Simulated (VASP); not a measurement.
# W (Im-3m) in VASP: notebook, part 2 of 2

VASP 6.6.1. The steps go on from the part before.

**4. Relaxation of cell and atoms, PBEsol, target pressure 8 GPa, at which the enthalpy is minimised**

This run uses another cell than the first one, of 15.33 Å³/atom.

The input, INCAR:

```
PREC = Accurate ; ENCUT = 600
EDIFF = 1E-6 ; ISMEAR = 0
SIGMA = 0.1 ; LREAL = F
LASPH = T ; NELM = 60
ALGO = Normal ; ISIF = 3
LWAVE = F ; LCHARG = F
GGA = PS ; IBRION = 2
NSW = 70 ; EDIFFG = -0.008
PSTRESS = 80.0
```

The input, KPOINTS:

```
Automatic mesh
0
Gamma
  18 18 18
```

The input, POSCAR:

```
W
1.0
   -1.5648275198      1.5648275198      1.5648275198
    1.5648275198     -1.5648275198      1.5648275198
    1.5648275198      1.5648275198     -1.5648275198
W
1
Direct
    0.0000000000      0.0000000000      0.0000000000
```

Command:

```bash
$ cat potpaw_PBE.64/W_sv/POTCAR > POTCAR
$ mpirun -np 1 vasp_std > vasp.out
```

Run time: 74 s. Hardware: 1 thread of Intel Xeon 8259CL, shared host; peak memory 0.18 GiB.

The run converged. Its results:

```yaml
Free_energy: -13.7928 eV
Relaxed_volume: 15.37 Å³/atom
Relaxed_cell: a = 2.713 Å, b = 2.713 Å, c = 2.713 Å, α = 109.47°, β = 109.47°, γ = 109.47°
Space_group_after_relaxing_to_0.1_Å: Im-3m (No. 229)
Energy_change_on_relaxing_the_run_minimises_the_enthalpy: -2.0 meV/atom
Ionic_steps: 3
Pressure_after_relaxing: 8.0 GPa
Band_gap_on_the_k_mesh: zero (bands 7 and 8 overlap by 6.70 eV)
```

The path:
| step | energy change (eV) | largest force (eV/Å) | pressure (GPa) | volume (Å³) |
| --- | --- | --- | --- | --- |
| 1 | 0.0000 | 0.0000 | 8.92 | 15.33 |
| 2 | -0.0081 | 0.0000 | 4.40 | 15.52 |
| 3 | -0.0020 | 0.0000 | 7.99 | 15.37 |

Final structure:
```yaml
crystal:
  lattice:
    - [-1.56614, 1.56614, 1.56614]
    - [1.56614, -1.56614, 1.56614]
    - [1.56614, 1.56614, -1.56614]
  atoms:
    - { symbol: W, position: [0.00000, 0.00000, 0.00000] }
```

Levels at points of the mesh, in eV from the Fermi level:
```
           k point  band 4  band 5  band 6  band 7  band 8  band 9  band 10  band 11
(0.00, 0.00, 0.00)  -37.60   -9.81   -1.28   -1.28   -1.28    2.32     2.32    14.62
(0.50, 0.00, 0.00)  -37.61   -6.49   -3.72    0.82    2.24    3.26     6.46    11.59
(0.50, 0.50, 0.50)  -38.60   -6.10   -6.10    5.42    5.42    5.42     8.52     8.52
```

Caveat: the cell is relaxed towards a set pressure, so the run minimises the enthalpy, not the energy; the PAW data sets were made with another functional, which shifts forces and pressure a little; spin-orbit coupling is left out, which moves the levels of the heavy elements.

**5. Relaxation of cell and atoms, PBEsol, target pressure -3 GPa, at which the enthalpy is minimised**

This run uses another cell than the first one, of 16.14 Å³/atom.

The input, INCAR:

```
SYSTEM = W
ALGO = Normal
EDIFF = 1E-7
EDIFFG = -0.008
ENCUT = 600
GGA = PS
IBRION = 2
ISIF = 3
ISMEAR = 0
LASPH = .True.
LCHARG = .False.
LREAL = .False.
LWAVE = .False.
NELM = 80
NSW = 70
PREC = Accurate
PSTRESS = -30.0
SIGMA = 0.1
```

The input, KPOINTS:

```
k-points
0
Gamma
  18 18 18
  0 0 0
```

The input, POSCAR:

```
W
1.0
   -1.5921537736      1.5921537736      1.5921537736
    1.5921537736     -1.5921537736      1.5921537736
    1.5921537736      1.5921537736     -1.5921537736
W
1
Direct
    0.0000000000      0.0000000000      0.0000000000
```

Command:

```bash
$ cat potpaw_PBE.64/W_sv/POTCAR > POTCAR
$ mpirun -np 1 vasp_std > vasp.out
```

Wall time 1.8 min (1 thread of Intel Xeon 8259CL, shared host); peak memory 0.18 GiB.

The run converged. Its results:

```
Free energy                                                : -13.8004 eV
Relaxed volume                                             : 15.87 Å³/atom
Relaxed cell                                               : a = 2.742 Å, b = 2.742 Å, c = 2.742 Å, α = 109.47°, β = 109.47°, γ = 109.47°
Space group after relaxing (to 0.1 Å)                      : Im-3m (No. 229)
Energy change on relaxing (the run minimises the enthalpy) : -9.5 meV/atom
Ionic steps                                                : 4
Pressure after relaxing                                    : -3.0 GPa
Band gap on the k mesh                                     : zero (bands 7 and 8 overlap by 6.40 eV)
```

Step by step:
| step | energy change (eV) | largest force (eV/Å) | pressure (GPa) | volume (Å³) |
| --- | --- | --- | --- | --- |
| 1 | 0.0000 | 0.0000 | -8.14 | 16.14 |
| 2 | 0.0304 | 0.0000 | 18.10 | 14.96 |
| 3 | -0.0093 | 0.0000 | -3.14 | 15.88 |
| 4 | -0.0095 | 0.0000 | -3.01 | 15.87 |

Final structure:
```
CELL_PARAMETERS angstrom
-1.58323 1.58323 1.58323
1.58323 -1.58323 1.58323
1.58323 1.58323 -1.58323
ATOMIC_POSITIONS crystal
W 0.00000 0.00000 0.00000
```

Levels at points of the mesh, in eV from the Fermi level:
| k point | band 5 | band 6 | band 7 | band 8 | band 9 | band 10 |
| --- | --- | --- | --- | --- | --- | --- |
| (0.00, 0.00, 0.00) | -9.64 | -1.22 | -1.22 | -1.22 | 2.24 | 2.24 |
| (0.50, 0.00, 0.00) | -6.27 | -3.56 | 0.70 | 2.14 | 3.11 | 6.16 |
| (0.50, 0.50, 0.50) | -5.83 | -5.83 | 5.18 | 5.18 | 5.18 | 8.25 |

Caveat: the cell is relaxed towards a set pressure, so the run minimises the enthalpy, not the energy; the PAW data sets were made with another functional, which shifts forces and pressure a little; spin-orbit coupling is left out, which moves the levels of the heavy elements.

**6. Relaxation of cell and atoms, PBEsol, target pressure 60 GPa, at which the enthalpy is minimised**

This run uses another cell than the first one, of 13.61 Å³/atom.

The input, INCAR:

```
ALGO = Fast ; EDIFF = 1E-7
EDIFFG = -0.008 ; ENCUT = 600
GGA = PS ; IBRION = 2
ISIF = 3 ; ISMEAR = 0
LASPH = T ; LCHARG = F
LREAL = F ; LWAVE = F
NELM = 100 ; NSW = 70
PREC = Accurate ; PSTRESS = 600.0
SIGMA = 0.1
```

The input, KPOINTS:

```
k-points
0
Gamma
  20 20 20
```

The input, POSCAR:

```
W
1.0
   -1.5040573780      1.5040573780      1.5040573780
    1.5040573780     -1.5040573780      1.5040573780
    1.5040573780      1.5040573780     -1.5040573780
W
1
Direct
    0.0000000000      0.0000000000      0.0000000000
```

Potentials or basis: VASP PAW PBE potentials, release 64 (W_sv).

Command:

```bash
$ cat potpaw_PBE.64/W_sv/POTCAR > POTCAR
$ mpirun -np 1 vasp_std > vasp.out
```

OUTCAR:

```text
EDIFF = 1E-7
   EDIFFG = -0.008
   ENCUT = 600
   GGA = PS
   IBRION = 2
   ISIF = 3
   ISMEAR = 0
   LASPH = T
   LREAL = F
   NELM = 100
   NSW = 70
   PREC = Accurate
   PSTRESS = 600.0

 ion  position               nearest neighbor table
   1  0.000  0.000  0.000-

  LATTYP: Found a body centered cubic cell.
 ALAT       =     3.0081147560

  Lattice vectors:

 A1 = (  -1.5040573780,   1.5040573780,   1.5040573780)
 A2 = (   1.5040573780,  -1.5040573780,   1.5040573780)
 A3 = (   1.5040573780,   1.5040573780,  -1.5040573780)

Analysis of symmetry for initial positions (statically):
=====================================================================
 Subroutine PRICEL returns:
 Original cell was already a primitive cell.

 Routine SETGRP: Setting up the symmetry group for a
 body centered cubic supercell.

 Subroutine GETGRP returns: Found 48 space group operations
 (whereof 48 operations were pure point group operations)
 out of a pool of 48 trial point group operations.

The static configuration has the point symmetry O_h .

Analysis of symmetry for dynamics (positions and initial velocities):
=====================================================================
 Subroutine PRICEL returns:
 Original cell was already a primitive cell.
[... 167 lines left out ...]
  external PRESSURE =      32.9074249 kB  Pullay stress =     600.0000000 kB
[... 61 lines left out ...]
--------------------------------------- Ionic step        3  -------------------------------------------

 number of electron      13.9999999 magnetization

 Free energy of the ion-electron system (eV)
  ---------------------------------------------------
  ext. energy  EPLUGINS =         0.00000000
  ---------------------------------------------------
  free energy    TOTEN  =       -13.47076499 eV

  energy without entropy =      -13.46845998  energy(sigma->0) =      -13.46961249

 E-fermi :  13.6549     XC(G=0): -14.6105

 val. band max:       13.6186278629   @ k =  -0.2000   0.2000   0.1000
 cond. band min:      13.6560509791   @ k =   0.5000   0.5000   0.2500
 fundamental gap:      0.0374231162
 Fermi energy:        13.6549354310

 k-point     1 :       0.0000    0.0000    0.0000
  band No.  band energies     occupation
      1     -60.4895      2.00000
      2     -23.7576      2.00000
      3     -23.7576      2.00000
      4     -23.7576      2.00000
      5       3.0833      2.00000
      6      11.9903      2.00000
      7      11.9903      2.00000
      8      11.9903      2.00000
      9      16.0948      0.00000
     10      16.0948      0.00000
     11      28.3594      0.00000
[... 309 lines left out ...]
 k-point    24 :       0.2500    0.1000   -0.0000
  band No.  band energies     occupation
      1     -60.3131      2.00000
      2     -25.1803      2.00000
      3     -24.2217      2.00000
      4     -23.8443      2.00000
      5       6.6560      2.00000
      6      10.0059      2.00000
      7      11.1277      2.00000
      8      15.2259      0.00000
      9      16.9251      0.00000
     10      17.3921      0.00000
     11      28.5652      0.00000

 [... further k-points ...]

------------------------ aborting loop because EDIFF is reached ----------------------------------------

  FORCE on cell =-STRESS in cart. coord.  units (eV):
  Direction    XX          YY          ZZ          XY          YZ          ZX
  --------------------------------------------------------------------------------------
  -------------------------------------------------------------------------------------
  Total        5.1248856      5.1248856      5.1248856     -0.0000000      0.0000000     -0.0000000
  in kB      599.6983650    599.6983650    599.6983650     -0.0000000      0.0000000     -0.0000000
  external PRESSURE =      -0.3016350 kB  Pullay stress =     600.0000000 kB
[... 20 lines left out ...]
  energy  without entropy=      -13.4684599849  energy(sigma->0) =      -13.46961249

  enthalpy is  TOTEN    =        -8.3433016657 eV   P V=        5.1274633244

 reached required accuracy - stopping structural energy minimisation
```

OSZICAR:

```text
N       E                     dE             d eps       ncg     rms          rms(c)
DAV:   1     0.829059094299E+02    0.82906E+02   -0.85921E+03  5640   0.163E+03
DAV:   2    -0.124438805381E+02   -0.95350E+02   -0.92320E+02  6019   0.363E+02
[... 32 lines left out ...]
RMM:   6    -0.134707614428E+02   -0.16553E-04   -0.18349E-04  6076   0.203E-01    0.143E-02
RMM:   7    -0.134707649007E+02   -0.34580E-05   -0.34356E-05  5730   0.847E-02    0.170E-02
RMM:   8    -0.134707670240E+02   -0.21233E-05   -0.16897E-05  5623   0.579E-02    0.113E-02
RMM:   9    -0.134707648468E+02    0.21772E-05   -0.68338E-06  5612   0.361E-02    0.373E-03
RMM:  10    -0.134707649974E+02   -0.15059E-06   -0.17066E-06  5406   0.178E-02    0.117E-03
RMM:  11    -0.134707649901E+02    0.73103E-08   -0.13985E-07  3710   0.577E-03
   3 F= -.83433017E+01 E0= -.83421492E+01  d E =-.813749E-03
```

CONTCAR:

```text
W
   1.00000000000000
    -1.5070718842771071    1.5070718842771071    1.5070718842771071
     1.5070718842771071   -1.5070718842771071    1.5070718842771071
     1.5070718842771071    1.5070718842771071   -1.5070718842771071
  W
     1
Direct
     0.0000000000000000    0.0000000000000000    0.0000000000000000

  0.00000000E+00  0.00000000E+00  0.00000000E+00
```

Run time: 2.7 min. Hardware: 1 thread of Intel Xeon 8259CL, shared host; peak memory 0.19 GiB.

What came out:

- Free energy: -13.4708 eV
- Relaxed volume: 13.69 Å³/atom
- Relaxed cell: a = 2.610 Å, b = 2.610 Å, c = 2.610 Å, α = 109.47°, β = 109.47°, γ = 109.47°
- Space group after relaxing (to 0.1 Å): Im-3m (No. 229)
- Energy change on relaxing (the run minimises the enthalpy): -31.5 meV/atom
- Ionic steps: 3
- Pressure after relaxing: 60.0 GPa
- Band gap on the k mesh: zero (bands 7 and 8 overlap by 7.84 eV)

Step by step:
```
step  energy change (eV)  largest force (eV/Å)  pressure (GPa)  volume (Å³)
   1              0.0000                0.0000           63.29        13.61
   2             -0.1826                0.0000           42.20        14.17
   3             -0.0315                0.0000           59.97        13.69
```

Final structure:
```cif
data_structure
_symmetry_space_group_name_H-M 'P 1'
_symmetry_Int_Tables_number 1
_cell_length_a 2.6103
_cell_length_b 2.6103
_cell_length_c 2.6103
_cell_angle_alpha 109.471
_cell_angle_beta 109.471
_cell_angle_gamma 109.471
_cell_volume 13.69
loop_
_atom_site_label
_atom_site_type_symbol
_atom_site_fract_x
_atom_site_fract_y
_atom_site_fract_z
_atom_site_occupancy
W1 W 0.00000 0.00000 0.00000 1
```

Caveat: the cell is relaxed towards a set pressure, so the run minimises the enthalpy, not the energy; the PAW data sets were made with another functional, which shifts forces and pressure a little; spin-orbit coupling is left out, which moves the levels of the heavy elements.

**7. Summary**

```csv
cell,k mesh,gap on the mesh (eV),pressure (GPa)
"relaxed to 15 GPa from a = 2.693 Å, angles 109.5°, 1 atom",18 × 18 × 18,none,15.0
"relaxed to 3 GPa from a = 2.706 Å, angles 109.5°, 1 atom",18 × 18 × 18,none,3.0
"relaxed to 8 GPa from a = 2.710 Å, angles 109.5°, 1 atom",18 × 18 × 18,none,8.0
"relaxed to -3 GPa from a = 2.758 Å, angles 109.5°, 1 atom",18 × 18 × 18,none,-3.0
"relaxed to 60 GPa from a = 2.605 Å, angles 109.5°, 1 atom",20 × 20 × 20,none,60.0
```

Alike in all rows: task relaxation of cell and atoms; level PBEsol; potentials or basis VASP PAW PBE potentials, release 64 (W_sv); no spin polarisation; cutoff (eV) 600; smearing gaussian 0.1 eV.

Caveats: the cell is relaxed towards a set pressure, so the run minimises the enthalpy, not the energy; the PAW data sets were made with another functional, which shifts forces and pressure a little; spin-orbit coupling is left out, which moves the levels of the heavy elements.

Absolute energies hang on the potentials; compare differences alone.
